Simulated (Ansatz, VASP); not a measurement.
One calculation of Te, two programs

```
Te
1.0
     4.56280    0.00000    0.00000
    -2.28140    3.95150    0.00000
     0.00000    0.00000    7.52861
Te
4
Cartesian
  0.0000 2.6343 3.2938
  2.2814 1.3172 7.0581
  2.2814 1.3172 4.2348
  0.0000 2.6343 0.4705
```

Alike in both runs: task relaxation of cell and atoms; functional PBE; k mesh 6 × 6 × 2; occupations gaussian, width 0.1 eV; no spin polarisation.

|  | VASP | Ansatz |
| --- | --- | --- |
| version | VASP 6.6.1 | Ansatz 0.2.0 |
| potentials or method | VASP PAW PBE potentials, release 64 (Te), cutoff 600 eV | scalar-relativistic, plane waves, PAW |
| valence electrons in the cell | 24 | 64 |

VASP gave:

| Quantity | Value |
| --- | --- |
| gap on the k mesh at the Fermi level, each at its own relaxed structure (eV) | none |
| relaxed volume (Å³/atom) | 56.45 |
| relaxed cell length with the largest relative difference (Å) | 10.672 |

Q: Which values does Ansatz return?

A: gap on the k mesh at the Fermi level, each at its own relaxed structure (eV): none; relaxed volume (Å³/atom): 55.04; relaxed cell length with the largest relative difference (Å): 10.440.

A gap of «none» marks a metal or a gap that the smearing closes. VASP's potentials hold 24 valence electrons a cell and Ansatz's 64, so a difference there can come from the potentials and not from the codes.

The k mesh is coarse, so the values compare programs but aren't converged. Neither program's run includes spin-orbit coupling. Noted on VASP's run: the volume moved by over 15 % at a fixed basis, so the end points are rough; too few bands were computed for a metal, which touches its energy and stress.
